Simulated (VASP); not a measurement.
Input of a VASP 6.6.1 run:

POSCAR

```
SiC
1.0
    0.0000000000      2.1733333276      2.1733333276
    2.1733333276      0.0000000000      2.1733333276
    2.1733333276      2.1733333276      0.0000000000
Si C
1 1
Direct
    0.0000000000      0.0000000000      0.0000000000
    0.7500000000      0.7500000000      0.7500000000
```

The input INCAR.step1:

```
PREC     = Accurate       # precision mode
ENCUT    = 520            # plane-wave cutoff, eV
ISMEAR   = 0              # smearing method
SIGMA    = 0.05           # smearing width, eV
LREAL    = F              # projectors in reciprocal space
LASPH    = T              # aspherical terms in the spheres
NELM     = 80             # most SCF steps
NBANDS   = 11             # bands
GGA      = PE             # functional
ALGO     = Normal         # electronic algorithm
EDIFF    = 1E-4           # SCF threshold, eV
LWAVE    = T              # write WAVECAR
LCHARG   = F              # write CHGCAR
```

Contents of INCAR.step2:

```
PREC     = Accurate       # precision mode
ENCUT    = 520            # plane-wave cutoff, eV
EDIFF    = 1E-6           # SCF threshold, eV
ISMEAR   = 0              # smearing method
SIGMA    = 0.05           # smearing width, eV
LREAL    = F              # projectors in reciprocal space
LASPH    = T              # aspherical terms in the spheres
NELM     = 80             # most SCF steps
ALGO     = Normal         # electronic algorithm
ISIF     = 2              # what is computed and relaxed
LWAVE    = F              # write WAVECAR
LCHARG   = F              # write CHGCAR
METAGGA  = R2SCAN         # meta-GGA
LMIXTAU  = T            
IVDW     = 13             # dispersion correction
VDW_S6   = 1.0          
VDW_S8   = 0.6018749    
VDW_A1   = 0.51559235   
VDW_A2   = 5.77342911   
NBANDS   = 11             # bands
ISTART   = 1
```

Contents of KPOINTS:

```
regular mesh
0
Gamma
  10 10 10
```

Potentials or basis: VASP PAW PBE potentials, release 64 (Si, C).

Run with:

```console
$ cat potpaw_PBE.64/Si/POTCAR potpaw_PBE.64/C/POTCAR > POTCAR
$ cp INCAR.step1 INCAR
$ mpirun -np 1 vasp_std > vasp.out
$ cp INCAR.step2 INCAR
$ mpirun -np 1 vasp_std > vasp.out
```

Task: Estimate the pressure.

Result: -0.2 GPa.

Task: What does it give for the dispersion energy per atom?

Result: -0.124 eV.

Task: What does it give for the band gap on the k mesh?

Result: 1.72 eV, indirect (least direct gap 5.07 eV).

Caveat: the PAW data sets were made with another functional, which shifts forces and pressure a little.

**The experiment to reproduce.**

From “Insight into the structural, elastic and electronic properties of a new orthorhombic 6O-SiC polytype”, 2020, pmc:7200658, for a bulk crystal of SiC: band gap 2.4 eV (indirect).

Measured gap of SiC: 2.4 eV (indirect; quoted in “Insight into the structural, elastic and electronic properties of a new orthorhombic 6O-SiC polytype”, 2020, pmc:7200658). This calculation gives 1.72 eV (-0.68 eV). The value is that of r2SCAN+D4 on a finite k mesh, which can miss the band edges, without temperature or zero-point motion.
